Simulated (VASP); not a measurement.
## LaMg3: single point with LDA

Crystal: LaMg3.

```
La Mg
1.0
     4.63074    0.00000    0.00000
     0.00000    4.63074    0.00000
     0.00000    0.00000    4.83945
La Mg
1 3
Direct
  0.00000 0.00000 0.00000
  0.50000 0.00000 0.50000
  0.50000 0.50000 0.00000
  0.00000 0.50000 0.50000
```

| Item | Value |
| --- | --- |
| Program | VASP 6.6.1 |
| Task | single point |
| Functional | LDA |
| Potentials or basis | VASP PAW LDA potentials, release 64 (La, Mg) |
| Cutoff | 520 eV |
| k mesh | 5 × 5 × 5 |
| Occupations | fermi-dirac, width 0.05 eV |
| Spin | no spin polarisation |
| Dipole correction | no |
| Further INCAR settings | ALGO = Normal; EDIFF = 1e-06; NBANDS = 16 |

| Quantity | Value |
| --- | --- |
| Pressure | 0.1 GPa |

Stress tensor (GPa, compression positive):
```
 0.21  0.00  0.00
 0.00  0.21  0.00
 0.00  0.00 -0.08
```

Levels at points of the mesh, in eV from the Fermi level:
```tsv
k point	band 6	band 7	band 8	band 9	band 10	band 11
(0.00, 0.00, 0.00)	-1.37	-1.15	0.45	0.80	0.80	1.63
```

Run time: 16 s on 1 thread of AMD EPYC 9R45 96-Core Processor (Zen 5), on a shared host, peak memory 0.16 GiB.

Caveat: spin-orbit coupling is left out, which moves the levels of the heavy elements.
